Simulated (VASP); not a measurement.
# W (Im-3m) in VASP: notebook

The runs below take W through relaxation of cell and atoms, vibrations by finite differences, with r2SCAN.

Everything below comes from runs of VASP 6.6.1. Logs are shortened: lines on timing, memory, paths and dates and some standing lists are left out, and cuts for length are marked.

## 1. The cell of the first run

It takes space group Im-3m (No. 229, cubic). Conventional cell: a = 3.165 Å, b = 3.165 Å, c = 3.165 Å, α = 90.00°, β = 90.00°, γ = 90.00°. W (site symmetry m-3m) has 14 W at 2.74 to 3.16 Å within 3.6 Å.

## 2. Relaxation of cell and atoms, r2SCAN

Contents of INCAR:

```
SYSTEM = W
  PREC = Accurate
  ENCUT = 520
  EDIFF = 1E-7
  ISMEAR = 0
  SIGMA = 0.1
  LREAL = .FALSE.
  LASPH = .TRUE.
  NELM = 100
  ALGO = Normal
  ISIF = 3
  LWAVE = .FALSE.
  LCHARG = .FALSE.
  METAGGA = R2SCAN
  LMIXTAU = .TRUE.
  IBRION = 2
  NSW = 80
  EDIFFG = -0.002
```

Contents of KPOINTS:

```
Automatic mesh
0
G
  18 18 18
  0 0 0
```

Contents of POSCAR:

```
W
1.0
   -1.5823450000      1.5823450000      1.5823450000
    1.5823450000     -1.5823450000      1.5823450000
    1.5823450000      1.5823450000     -1.5823450000
W
1
Direct
    0.0000000000      0.0000000000      0.0000000000
```

Potentials or basis: VASP PAW PBE potentials, release 64 (W_sv).

On the command line:

```bash
$ cat potpaw_PBE.64/W_sv/POTCAR > POTCAR
$ mpirun -np 1 vasp_std > vasp.out
```

OUTCAR:

```text
SYSTEM = W
   PREC = Accurate
   ENCUT = 520
   EDIFF = 1E-7
   ISMEAR = 0
   LREAL = .FALSE.
   LASPH = .TRUE.
   NELM = 100
   ISIF = 3
   METAGGA = R2SCAN
   IBRION = 2
   NSW = 80
   EDIFFG = -0.002

 ion  position               nearest neighbor table
   1  0.000  0.000  0.000-

  LATTYP: Found a body centered cubic cell.
 ALAT       =     3.1646900000

  Lattice vectors:

 A1 = (  -1.5823450000,   1.5823450000,   1.5823450000)
 A2 = (   1.5823450000,  -1.5823450000,   1.5823450000)
 A3 = (   1.5823450000,   1.5823450000,  -1.5823450000)

Analysis of symmetry for initial positions (statically):
=====================================================================
 Subroutine PRICEL returns:
 Original cell was already a primitive cell.

 Routine SETGRP: Setting up the symmetry group for a
 body centered cubic supercell.

 Subroutine GETGRP returns: Found 48 space group operations
 (whereof 48 operations were pure point group operations)
 out of a pool of 48 trial point group operations.

The static configuration has the point symmetry O_h .

Analysis of symmetry for dynamics (positions and initial velocities):
=====================================================================
 Subroutine PRICEL returns:
 Original cell was already a primitive cell.

 Routine SETGRP: Setting up the symmetry group for a
 body centered cubic supercell.

 Subroutine GETGRP returns: Found 48 space group operations
 (whereof 48 operations were pure point group operations)
 out of a pool of 48 trial point group operations.

The dynamic configuration has the point symmetry O_h .

 Subroutine INISYM returns: Found 48 space group operations
 (whereof 48 operations are pure point group operations),
 and found     1 'primitive' translations

----------------------------------------------------------------------------------------

                                     Primitive cell

  volume of cell :      15.8476

  direct lattice vectors                    reciprocal lattice vectors
    -1.582345000  1.582345000  1.582345000     0.000000000  0.315986716  0.315986716
     1.582345000 -1.582345000  1.582345000     0.315986716  0.000000000  0.315986716
     1.582345000  1.582345000 -1.582345000     0.315986716  0.315986716  0.000000000

  length of vectors
     2.740701935  2.740701935  2.740701935     0.446872699  0.446872699  0.446872699

  position of ions in fractional coordinates (direct lattice)
     0.000000000  0.000000000  0.000000000

  ion indices of the primitive-cell ions
   primitive index   ion index
                 1           1

----------------------------------------------------------------------------------------

 KPOINTS: Automatic mesh

Automatic generation of k-mesh.
 Grid dimensions read from file:
 generate k-points for:   18   18   18

 Generating k-lattice:

  Cartesian coordinates                     Fractional coordinates (reciprocal lattice)
     0.000000000  0.017554818  0.017554818     0.055555556  0.000000000  0.000000000
     0.017554818  0.000000000  0.017554818     0.000000000  0.055555556  0.000000000
     0.017554818  0.017554818  0.000000000     0.000000000  0.000000000  0.055555556

  Length of vectors
     0.024826261  0.024826261  0.024826261

  Shift w.r.t. Gamma in fractional coordinates (k-lattice)
     0.000000000  0.000000000  0.000000000

 Subroutine IBZKPT returns following result:
 ===========================================

 Found    195 irreducible k-points:

 Following reciprocal coordinates:
            Coordinates               Weight
  0.000000  0.000000  0.000000      1.000000
  0.055556  0.000000  0.000000     12.000000
  0.111111  0.000000  0.000000     12.000000
  0.166667  0.000000  0.000000     12.000000
  0.222222  0.000000  0.000000     12.000000
  0.277778  0.000000  0.000000     12.000000
[... 16 lines left out ...]
  0.333333  0.111111 -0.000000     48.000000
  0.388889  0.111111  0.000000     48.000000
 [... further k-points ...]
   k-points           NKPTS =    195   k-points in BZ     NKDIM =    195   number of bands    NBANDS=     11
   number of dos      NEDOS =    301   number of ions     NIONS =      1
   total plane-waves  NPLWV =   8000
   dimension x,y,z NGX =    20 NGY =   20 NGZ =   20
   dimension x,y,z NGXF=    40 NGYF=   40 NGZF=   40
   ions per type =               1
   NGX,Y,Z   is equivalent  to a cutoff of  12.13, 12.13, 12.13 a.u.
   NGXF,Y,Z  is equivalent  to a cutoff of  24.26, 24.26, 24.26 a.u.
 SYSTEM =  W
   PREC   = accura    normal or accurate (medium, high low for compatibility)
   ISTART =      0    job   : 0-new  1-cont  2-samecut
   ICHARG =      2    charge: 1-file 2-atom 10-const
   ISPIN  =      1    spin polarized calculation?
   LNONCOLLINEAR =      F non collinear calculations
   LSORBIT =      F    spin-orbit coupling
   LASPH  =      T    aspherical Exc in radial PAW
   ENCUT  =  520.0 eV  38.22 Ry    6.18 a.u.   5.10  5.10  5.10*2*pi/ulx,y,z
   NELM   =    100;   NELMIN=  2; NELMDL= -5     # of ELM steps
   EDIFF  = 0.1E-06   stopping-criterion for ELM
   LREAL  =      F    real-space projection
   EDIFFG = -.2E-02   stopping-criterion for IOM
   NSW    =     80    number of steps for IOM
   IBRION =      2    ionic relax: 0-MD 1-quasi-New 2-CG
   NFREE  =      1    steps in history (QN), initial steepest desc. (CG)
   ISIF   =      3    stress and relaxation
   ISYM   =      2    0-nonsym 1-usesym 2-fastsym
   POTIM  = 0.5000    time-step for ionic-motion
   TEBEG  =    0.0;   TEEND  =   0.0 temperature during run
   PSTRESS=    0.0 pullay stress
   NELECT =      14.0000    total number of electrons
   NUPDOWN=      -1.0000    fix difference up-down
   EMIN   =  10.00;   EMAX   =-10.00  energy-range for DOS
   EFERMI =   0.00;   METHOD = LEGACY
   ISMEAR =     0;   SIGMA  =   0.10  broadening in eV -4-tet -1-fermi 0-gaus
   EFERMI_NEDOS =   21; number of points for ismear=-14 and -15
   IALGO  =     38    algorithm
   IMIX   =      4    mixing-type and parameters
     AMIX     =   0.40;   BMIX     =  1.00
     AMIX_MAG =   1.60;   BMIX_MAG =  1.00
  volume/ion in A,a.u.               =      15.85       106.94
  Fermi-wavevector in a.u.,A,eV,Ry     =   1.570832  2.968442 33.572544  2.467512
  Thomas-Fermi vector in A             =   2.672506
   LORBIT       =      0    0 simple, 1 ext, 2 COOP (PROOUT), +10 PAW based schemes
   METAGGA = R2SCAN    functional components
   LHFCALC =     F    Hartree Fock is set to
   AEXX    =    0.0000 exact exchange contribution
   IVDW    =     0    specifies the selected vdW correction
   LEPSILON=     F    determine dielectric tensor
   LRPA    =     F    only Hartree local field effects (RPA)
 conjugate gradient relaxation of ions
 non-spin polarized calculation
 Gauss-broadening in eV      SIGMA  =   0.10
  energy-cutoff  :      520.00
  volume of cell :       15.85
 maximum number of plane-waves:       440
   NGX = 11   NGY = 11   NGZ = 11

--------------------------------------- Ionic step        1  -------------------------------------------

 number of electron      14.0000004 magnetization

 Free energy of the ion-electron system (eV)
  ---------------------------------------------------
  ext. energy  EPLUGINS =         0.00000000
  ---------------------------------------------------
  free energy    TOTEN  =       -51.34689490 eV

  energy without entropy =      -51.34334100  energy(sigma->0) =      -51.34511795

------------------------ aborting loop because EDIFF is reached ----------------------------------------

  FORCE on cell =-STRESS in cart. coord.  units (eV):
  Direction    XX          YY          ZZ          XY          YZ          ZX
  --------------------------------------------------------------------------------------
  -------------------------------------------------------------------------------------
  Total        0.2358959      0.2358959      0.2358959     -0.0000000      0.0000000     -0.0000000
  in kB       23.8488529     23.8488529     23.8488529     -0.0000000      0.0000000     -0.0000000
  external PRESSURE =      23.8488529 kB  Pullay stress =       0.0000000 kB
[... 55 lines left out ...]
  energy  without entropy=      -51.3328794221  energy(sigma->0) =      -51.33484335

--------------------------------------- Ionic step        3  -------------------------------------------

 number of electron      14.0000002 magnetization

 Free energy of the ion-electron system (eV)
  ---------------------------------------------------
  ext. energy  EPLUGINS =         0.00000000
  ---------------------------------------------------
  free energy    TOTEN  =       -51.34775586 eV

  energy without entropy =      -51.34411663  energy(sigma->0) =      -51.34593624

 E-fermi :  11.1795     XC(G=0): -14.9117

 val. band max:       11.1698591213   @ k =  -0.1667   0.1667   0.0556
 cond. band min:      11.1916196795   @ k =  -0.3889   0.3889   0.2778
 fundamental gap:      0.0217605582
 Fermi energy:        11.1795090174

 k-point     1 :       0.0000    0.0000    0.0000
  band No.  band energies     occupation
      1     -64.9308      2.00000
      2     -27.8024      2.00000
      3     -27.8024      2.00000
      4     -27.8024      2.00000
      5       1.0979      2.00000
      6       9.9181      2.00000
      7       9.9181      2.00000
      8       9.9181      2.00000
      9      13.7365      0.00000
     10      13.7365      0.00000
     11      26.4289      0.00000
[... 309 lines left out ...]
 k-point    24 :       0.3889    0.1111    0.0000
  band No.  band energies     occupation
      1     -64.7840      2.00000
      2     -29.0610      2.00000
      3     -28.2725      2.00000
      4     -27.8689      2.00000
      5       5.1223      2.00000
      6       7.6275      2.00000
      7      10.4624      2.00000
      8      13.4195      0.00000
      9      14.8099      0.00000
     10      17.7570      0.00000
     11      22.6007      0.00000

 [... further k-points ...]

------------------------ aborting loop because EDIFF is reached ----------------------------------------

  FORCE on cell =-STRESS in cart. coord.  units (eV):
  Direction    XX          YY          ZZ          XY          YZ          ZX
  --------------------------------------------------------------------------------------
  -------------------------------------------------------------------------------------
  Total       -0.0013576     -0.0013576     -0.0013576     -0.0000000     -0.0000000     -0.0000000
  in kB       -0.1362334     -0.1362334     -0.1362334     -0.0000000     -0.0000000     -0.0000000
  external PRESSURE =      -0.1362334 kB  Pullay stress =       0.0000000 kB
[... 16 lines left out ...]
  FREE ENERGIE OF THE ION-ELECTRON SYSTEM (eV)
  ---------------------------------------------------
  free  energy   TOTEN  =       -51.3477558563 eV

  energy  without entropy=      -51.3441166256  energy(sigma->0) =      -51.34593624

 reached required accuracy - stopping structural energy minimisation
```

It took 3.7 min on 1 thread of Intel Xeon Platinum 8488C (Sapphire Rapids), shared host; peak memory 0.16 GiB.

Results:

- Free energy: -51.3478 eV
- Relaxed volume: 15.97 Å³/atom
- Relaxed cell: a = 2.748 Å, b = 2.748 Å, c = 2.748 Å, α = 109.47°, β = 109.47°, γ = 109.47°
- Space group after relaxing (to 0.1 Å): Im-3m (No. 229)
- Energy gained by relaxing: 0.9 meV/atom
- Ionic steps: 3
- Pressure after relaxing: 0.0 GPa
- Band gap on the k mesh: zero (bands 7 and 8 overlap by 6.56 eV)

The path:
| step | energy change (eV) | largest force (eV/Å) | pressure (GPa) | volume (Å³) |
| --- | --- | --- | --- | --- |
| 1 | 0.0000 | 0.0000 | 2.38 | 15.85 |
| 2 | 0.0101 | 0.0000 | -7.94 | 16.39 |
| 3 | -0.0009 | 0.0000 | -0.01 | 15.97 |

Final structure:
```yaml
crystal:
  lattice:
    - [-1.58627, 1.58627, 1.58627]
    - [1.58627, -1.58627, 1.58627]
    - [1.58627, 1.58627, -1.58627]
  atoms:
    - { symbol: W, position: [0.00000, 0.00000, 0.00000] }
```

Caveat: the PAW data sets were made with another functional, which shifts forces and pressure a little; spin-orbit coupling is left out, which moves the levels of the heavy elements. Zero-point motion and thermal expansion aren't in these numbers.

## 3. Relaxation of cell and atoms, r2SCAN

This run uses another cell than the first one, of 15.97 Å³/atom.

INCAR is that of step 2.

KPOINTS is that of step 2.

Contents of POSCAR:

```
W                                       
1.0
   -1.5862724354      1.5862724354      1.5862724354
    1.5862724354     -1.5862724354      1.5862724354
    1.5862724354      1.5862724354     -1.5862724354
  W             
     1
Direct
     0.0000000000000000    0.0000000000000000    0.0000000000000000
```

Potentials or basis: VASP PAW PBE potentials, release 64 (W_sv).

On the command line:

```bash
$ cat potpaw_PBE.64/W_sv/POTCAR > POTCAR
$ mpirun -np 1 vasp_std > vasp.out
```

Wall time 1.9 min (1 thread of Intel Xeon Platinum 8488C (Sapphire Rapids), shared host); peak memory 0.16 GiB.

It converged, with:

- Free energy: -51.3478 eV
- Pressure after relaxing: 0.0 GPa
- Band gap on the k mesh: zero (bands 7 and 8 overlap by 6.56 eV)

Final structure:
```
W
1.0
    -1.58627    1.58627    1.58627
     1.58627   -1.58627    1.58627
     1.58627    1.58627   -1.58627
W
1
Direct
  0.00000 0.00000 0.00000
```

Levels at points of the mesh, in eV from the Fermi level:
| k point | band 4 | band 5 | band 6 | band 7 | band 8 | band 9 | band 10 | band 11 |
| --- | --- | --- | --- | --- | --- | --- | --- | --- |
| (0.00, 0.00, 0.00) | -38.98 | -10.08 | -1.26 | -1.26 | -1.26 | 2.56 | 2.56 | 15.25 |
| (0.50, 0.00, 0.00) | -38.99 | -6.51 | -3.71 | 0.51 | 2.39 | 3.43 | 6.29 | 11.55 |
| (0.50, 0.50, 0.50) | -39.92 | -5.95 | -5.95 | 5.30 | 5.30 | 5.30 | 8.49 | 8.49 |

Caveat: the relaxation stopped at its first step, so nothing moved; the PAW data sets were made with another functional, which shifts forces and pressure a little; spin-orbit coupling is left out, which moves the levels of the heavy elements.

(Part 1 of 2 ends here.)
